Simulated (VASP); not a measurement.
K:

```xyz
1
Lattice="0.0000 3.3919 3.3919 3.3919 0.0000 3.3919 3.3919 3.3919 0.0000" Properties=species:S:1:pos:R:3 pbc="T T T"
K     0.0000    0.0000    0.0000
```

This isn't the form of K at room conditions, which is bcc.

| Quantity | Value |
| --- | --- |
| Program | VASP 6.6.1 |
| Task | relaxation of cell and atoms |
| Functional | r2SCAN |
| Dispersion | D3(BJ) |
| Potentials or basis | VASP PAW PBE potentials, release 64 (K_sv) |
| Cutoff | 600 eV |
| k mesh | 7 × 7 × 7 |
| Occupations | fermi-dirac, width 0.05 eV |
| Spin | no spin polarisation |

At the start: pressure -0.2 GPa; volume 78.05 Å³/atom.

**Question.** How do energy, volume and symmetry change on relaxing?

**Answer.** Over 3 steps the energy falls by 2.0 meV/atom and the volume is 74.39 Å³/atom (-4.7 %); space group Fm-3m (No. 225, to 0.1 Å) before and after.

The path:
```
step  energy change (eV)  largest force (eV/Å)  pressure (GPa)  volume (Å³)
   1              0.0000                0.0000           -0.17        78.05
   2             -0.0009                0.0000           -0.13        77.12
   3             -0.0020                0.0000           -0.01        74.39
```

Final structure:
```
CELL_PARAMETERS angstrom
0.00000 3.33807 3.33807
3.33807 0.00000 3.33807
3.33807 3.33807 0.00000
ATOMIC_POSITIONS crystal
K 0.00000 0.00000 0.00000
```

Caveat: the PAW data sets were made with another functional, which shifts forces and pressure a little.
